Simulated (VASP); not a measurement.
# TaIn (Fm-3m) in VASP: relaxation of cell and atoms with PBE

Aim: the relaxation of cell and atoms of TaIn with PBE.

Everything below comes from runs of VASP 6.6.1. Logs are shortened: lines on timing, memory, paths and dates and some standing lists are left out, and cuts for length are marked.

## 1. The cell of the first run

The structure is cubic, space group Fm-3m (No. 225). The conventional cell has a = 5.622 Å, b = 5.622 Å, c = 5.622 Å, α = 90.00°, β = 90.00°, γ = 90.00°. Ta (site symmetry m-3m) has 6 In at 2.81 Å within 3.7 Å. In (site symmetry m-3m) has 6 Ta at 2.81 Å within 3.7 Å.

The cell was built from a structure type or drawn by symmetry, and may not be a known phase.

## 2. Relaxation of cell and atoms, PBE

Contents of INCAR:

```
PREC = Accurate ; ENCUT = 600
EDIFF = 1E-6 ; ISMEAR = 0
SIGMA = 0.1 ; LREAL = F
LASPH = T ; NELM = 100
ALGO = Fast ; ISIF = 3
LWAVE = F ; LCHARG = F
GGA = PE ; IBRION = 2
NSW = 100 ; EDIFFG = -0.01
```

Contents of KPOINTS:

```
Automatic mesh
0
Gamma
  18 18 18
```

Contents of POSCAR:

```
TaIn
1.0
    0.0000000000      2.8108263244      2.8108263244
    2.8108263244      0.0000000000      2.8108263244
    2.8108263244      2.8108263244      0.0000000000
Ta In
1 1
Direct
    0.5000000000      0.5000000000      0.5000000000
    0.0000000000      0.0000000000      0.0000000000
```

Potentials or basis: VASP PAW PBE potentials, release 64 (Ta_pv, In_d).

Command:

```sh
$ cat potpaw_PBE.64/Ta_pv/POTCAR potpaw_PBE.64/In_d/POTCAR > POTCAR
$ mpirun -np 1 vasp_std > vasp.out
```

OUTCAR:

```text
PREC = Accurate
   ENCUT = 600
   EDIFF = 1E-6
   ISMEAR = 0
   LREAL = F
   LASPH = T
   NELM = 100
   ISIF = 3
   GGA = PE
   IBRION = 2
   NSW = 100
   EDIFFG = -0.01

 ion  position               nearest neighbor table
   1  0.500  0.500  0.500-   2 2.81   2 2.81   2 2.81   2 2.81   2 2.81   2 2.81
   2  0.000  0.000  0.000-   1 2.81   1 2.81   1 2.81   1 2.81   1 2.81   1 2.81

  LATTYP: Found a face centered cubic cell.
 ALAT       =     5.6216526488

  Lattice vectors:

 A1 = (   0.0000000000,   2.8108263244,   2.8108263244)
 A2 = (   2.8108263244,   0.0000000000,   2.8108263244)
 A3 = (   2.8108263244,   2.8108263244,   0.0000000000)

Analysis of symmetry for initial positions (statically):
=====================================================================
 Subroutine PRICEL returns:
 Original cell was already a primitive cell.

 Routine SETGRP: Setting up the symmetry group for a
 face centered cubic supercell.

 Subroutine GETGRP returns: Found 48 space group operations
 (whereof 48 operations were pure point group operations)
 out of a pool of 48 trial point group operations.

The static configuration has the point symmetry O_h .

Analysis of symmetry for dynamics (positions and initial velocities):
=====================================================================
 Subroutine PRICEL returns:
 Original cell was already a primitive cell.

 Routine SETGRP: Setting up the symmetry group for a
 face centered cubic supercell.

 Subroutine GETGRP returns: Found 48 space group operations
 (whereof 48 operations were pure point group operations)
 out of a pool of 48 trial point group operations.

The dynamic configuration has the point symmetry O_h .

 Subroutine INISYM returns: Found 48 space group operations
 (whereof 48 operations are pure point group operations),
 and found     1 'primitive' translations

----------------------------------------------------------------------------------------

                                     Primitive cell

  volume of cell :      44.4152

  direct lattice vectors                    reciprocal lattice vectors
     0.000000000  2.810826324  2.810826324    -0.177883634  0.177883634  0.177883634
     2.810826324  0.000000000  2.810826324     0.177883634 -0.177883634  0.177883634
     2.810826324  2.810826324  0.000000000     0.177883634  0.177883634 -0.177883634

  length of vectors
     3.975108709  3.975108709  3.975108709     0.308103491  0.308103491  0.308103491

  position of ions in fractional coordinates (direct lattice)
     0.500000000  0.500000000  0.500000000
     0.000000000  0.000000000  0.000000000

  ion indices of the primitive-cell ions
   primitive index   ion index
                 1           1
                 2           2

----------------------------------------------------------------------------------------

 KPOINTS: Automatic mesh

Automatic generation of k-mesh.
 Grid dimensions read from file:
 generate k-points for:   18   18   18

 Generating k-lattice:

  Cartesian coordinates                     Fractional coordinates (reciprocal lattice)
    -0.009882424  0.009882424  0.009882424     0.055555556  0.000000000  0.000000000
     0.009882424 -0.009882424  0.009882424     0.000000000  0.055555556  0.000000000
     0.009882424  0.009882424 -0.009882424     0.000000000  0.000000000  0.055555556

  Length of vectors
     0.017116861  0.017116861  0.017116861

  Shift w.r.t. Gamma in fractional coordinates (k-lattice)
     0.000000000  0.000000000  0.000000000

 Subroutine IBZKPT returns following result:
 ===========================================

 Found    195 irreducible k-points:

 Following reciprocal coordinates:
            Coordinates               Weight
  0.000000  0.000000  0.000000      1.000000
  0.055556  0.000000  0.000000      8.000000
  0.111111  0.000000  0.000000      8.000000
  0.166667  0.000000  0.000000      8.000000
  0.222222  0.000000  0.000000      8.000000
  0.277778  0.000000  0.000000      8.000000
[... 16 lines left out ...]
 -0.277778  0.055556  0.000000     24.000000
 -0.222222  0.055556  0.000000     24.000000
 [... further k-points ...]
   k-points           NKPTS =    195   k-points in BZ     NKDIM =    195   number of bands    NBANDS=     16
   number of dos      NEDOS =    301   number of ions     NIONS =      2
   total plane-waves  NPLWV =  32768
   dimension x,y,z NGX =    32 NGY =   32 NGZ =   32
   dimension x,y,z NGXF=    64 NGYF=   64 NGZF=   64
   ions per type =               1   1
   NGX,Y,Z   is equivalent  to a cutoff of  13.38, 13.38, 13.38 a.u.
   NGXF,Y,Z  is equivalent  to a cutoff of  26.77, 26.77, 26.77 a.u.
 SYSTEM =  unknown system
   PREC   = accura    normal or accurate (medium, high low for compatibility)
   ISTART =      0    job   : 0-new  1-cont  2-samecut
   ICHARG =      2    charge: 1-file 2-atom 10-const
   ISPIN  =      1    spin polarized calculation?
   LNONCOLLINEAR =      F non collinear calculations
   LSORBIT =      F    spin-orbit coupling
   LASPH  =      T    aspherical Exc in radial PAW
   ENCUT  =  600.0 eV  44.10 Ry    6.64 a.u.   7.94  7.94  7.94*2*pi/ulx,y,z
   NELM   =    100;   NELMIN=  2; NELMDL= -5     # of ELM steps
   EDIFF  = 0.1E-05   stopping-criterion for ELM
   LREAL  =      F    real-space projection
   EDIFFG = -.1E-01   stopping-criterion for IOM
   NSW    =    100    number of steps for IOM
   IBRION =      2    ionic relax: 0-MD 1-quasi-New 2-CG
   NFREE  =      1    steps in history (QN), initial steepest desc. (CG)
   ISIF   =      3    stress and relaxation
   ISYM   =      2    0-nonsym 1-usesym 2-fastsym
   POTIM  = 0.5000    time-step for ionic-motion
   TEBEG  =    0.0;   TEEND  =   0.0 temperature during run
   PSTRESS=    0.0 pullay stress
   NELECT =      24.0000    total number of electrons
   NUPDOWN=      -1.0000    fix difference up-down
   EMIN   =  10.00;   EMAX   =-10.00  energy-range for DOS
   EFERMI =   0.00;   METHOD = LEGACY
   ISMEAR =     0;   SIGMA  =   0.10  broadening in eV -4-tet -1-fermi 0-gaus
   EFERMI_NEDOS =   21; number of points for ismear=-14 and -15
   IALGO  =     68    algorithm
   IMIX   =      4    mixing-type and parameters
     AMIX     =   0.40;   BMIX     =  1.00
     AMIX_MAG =   1.60;   BMIX_MAG =  1.00
  volume/ion in A,a.u.               =      22.21       149.86
  Fermi-wavevector in a.u.,A,eV,Ry     =   1.333423  2.519804 24.191384  1.778017
  Thomas-Fermi vector in A             =   2.462282
   LORBIT       =      0    0 simple, 1 ext, 2 COOP (PROOUT), +10 PAW based schemes
   GGA     = PE    functional components
   LHFCALC =     F    Hartree Fock is set to
   AEXX    =    0.0000 exact exchange contribution
   IVDW    =     0    specifies the selected vdW correction
   LEPSILON=     F    determine dielectric tensor
   LRPA    =     F    only Hartree local field effects (RPA)
 conjugate gradient relaxation of ions
 non-spin polarized calculation
 RMM-DIIS sequential band-by-band and
 Gauss-broadening in eV      SIGMA  =   0.10
  energy-cutoff  :      600.00
  volume of cell :       44.42
 maximum number of plane-waves:      1524
   NGX = 15   NGY = 15   NGZ = 15

 number of electron      24.0000005 magnetization

 Free energy of the ion-electron system (eV)
  ---------------------------------------------------
  ext. energy  EPLUGINS =         0.00000000
  ---------------------------------------------------
  free energy    TOTEN  =       -12.48728399 eV

  energy without entropy =      -12.48373787  energy(sigma->0) =      -12.48551093

 E-fermi :   6.7477     XC(G=0): -11.2519

 val. band max:        6.7341068597   @ k =   0.4444   0.3333   0.0000
 cond. band min:       6.7606489281   @ k =  -0.1111   0.1111   0.0000
 fundamental gap:      0.0265420685
 Fermi energy:         6.7476970614

 k-point     1 :       0.0000    0.0000    0.0000
  band No.  band energies     occupation
      1     -28.3857      2.00000
      2     -28.3857      2.00000
      3     -28.3857      2.00000
      4      -7.5363      2.00000
      5      -7.5363      2.00000
      6      -7.3692      2.00000
[... 8 lines left out ...]
     15      11.6073      0.00000
     16      11.6073      0.00000

 k-point     2 :       0.0556    0.0000    0.0000
  band No.  band energies     occupation
      1     -28.3872      2.00000
      2     -28.3860      2.00000
      3     -28.3860      2.00000
      4      -7.5323      2.00000
      5      -7.5323      2.00000
      6      -7.3682      2.00000
[... 8 lines left out ...]
     15      11.3904      0.00000
     16      11.7750      0.00000

 k-point     3 :       0.1111    0.0000    0.0000
  band No.  band energies     occupation
      1     -28.3917      2.00000
      2     -28.3871      2.00000
      3     -28.3871      2.00000
      4      -7.5209      2.00000
      5      -7.5209      2.00000
      6      -7.3651      2.00000
[... 8 lines left out ...]
     15      10.8552      0.00000
     16      12.2201      0.00000

 k-point     4 :       0.1667    0.0000    0.0000
  band No.  band energies     occupation
      1     -28.3985      2.00000
      2     -28.3886      2.00000
      3     -28.3886      2.00000
      4      -7.5036      2.00000
      5      -7.5036      2.00000
      6      -7.3604      2.00000
[... 8 lines left out ...]
     15      10.2245      0.00000
     16      12.8292      0.00000
[... 324 lines left out ...]
 k-point    22 :      -0.3333    0.0556    0.0000
  band No.  band energies     occupation
      1     -28.4264      2.00000
      2     -28.3961      2.00000
      3     -28.3951      2.00000
      4      -7.4458      2.00000
      5      -7.4257      2.00000
      6      -7.3404      2.00000
[... 8 lines left out ...]
     15       8.6740      0.00000
     16      13.5144      0.00000

 k-point    23 :      -0.2778    0.0556    0.0000
  band No.  band energies     occupation
      1     -28.4187      2.00000
      2     -28.3942      2.00000
      3     -28.3933      2.00000
      4      -7.4650      2.00000
      5      -7.4427      2.00000
      6      -7.3470      2.00000
[... 8 lines left out ...]
     15       9.0531      0.00000
     16      13.3458      0.00000

 k-point    24 :      -0.2222    0.0556    0.0000
  band No.  band energies     occupation
      1     -28.4102      2.00000
      2     -28.3922      2.00000
      3     -28.3913      2.00000
      4      -7.4853      2.00000
      5      -7.4636      2.00000
      6      -7.3540      2.00000
[... 8 lines left out ...]
     15       9.5490      0.00000
     16      12.8993      0.00000

 [... further k-points ...]

------------------------ aborting loop because EDIFF is reached ----------------------------------------

  FORCE on cell =-STRESS in cart. coord.  units (eV):
  Direction    XX          YY          ZZ          XY          YZ          ZX
  --------------------------------------------------------------------------------------
  -------------------------------------------------------------------------------------
  Total        0.0087368      0.0087368      0.0087368      0.0000000     -0.0000000      0.0000000
  in kB        0.3151599      0.3151599      0.3151599      0.0000000     -0.0000000      0.0000000
  external PRESSURE =       0.3151599 kB  Pullay stress =       0.0000000 kB

 VOLUME and BASIS-vectors are now :
 -----------------------------------------------------------------------------
  energy-cutoff  :      600.00
  volume of cell :       44.42
      direct lattice vectors                 reciprocal lattice vectors
     0.000000000  2.810826324  2.810826324    -0.177883634  0.177883634  0.177883634
     2.810826324  0.000000000  2.810826324     0.177883634 -0.177883634  0.177883634
     2.810826324  2.810826324  0.000000000     0.177883634  0.177883634 -0.177883634

 POSITION                                       TOTAL-FORCE (eV/Angst)
 -----------------------------------------------------------------------------------
      2.81083      2.81083      2.81083         0.000000     -0.000000      0.000000
      0.00000      0.00000      0.00000        -0.000000      0.000000     -0.000000
 -----------------------------------------------------------------------------------
    total drift:                                0.000000     -0.000000     -0.000000

  FREE ENERGIE OF THE ION-ELECTRON SYSTEM (eV)
  ---------------------------------------------------
  free  energy   TOTEN  =       -12.4872839863 eV

  energy  without entropy=      -12.4837378714  energy(sigma->0) =      -12.48551093

 reached required accuracy - stopping structural energy minimisation
```

Wall time 6.9 min (1 thread of AMD EPYC 7R43 (Zen 3), shared host); peak memory 0.3 GiB.

What came out:

```
Free energy             : -12.4873 eV
Pressure after relaxing : 0.0 GPa
Band gap on the k mesh  : zero (bands 12 and 13 overlap by 1.52 eV)
```

Final structure:
```
CELL_PARAMETERS angstrom
0.00000 2.81083 2.81083
2.81083 0.00000 2.81083
2.81083 2.81083 0.00000
ATOMIC_POSITIONS crystal
Ta 0.50000 0.50000 0.50000
In 0.00000 0.00000 0.00000
```

Levels at points of the mesh, in eV from the Fermi level:
```csv
k point,band 10,band 11,band 12,band 13,band 14,band 15
"(0.00, 0.00, 0.00)",-0.16,-0.16,-0.16,0.74,0.74,4.86
"(0.50, 0.00, 0.00)",-5.03,-1.76,-1.76,1.16,1.16,1.52
"(0.50, 0.50, 0.00)",-2.56,-1.50,1.30,1.30,1.41,1.73
```

Caveat: the relaxation stopped at its first step, so nothing moved; spin-orbit coupling is left out, which moves the levels of the heavy elements.
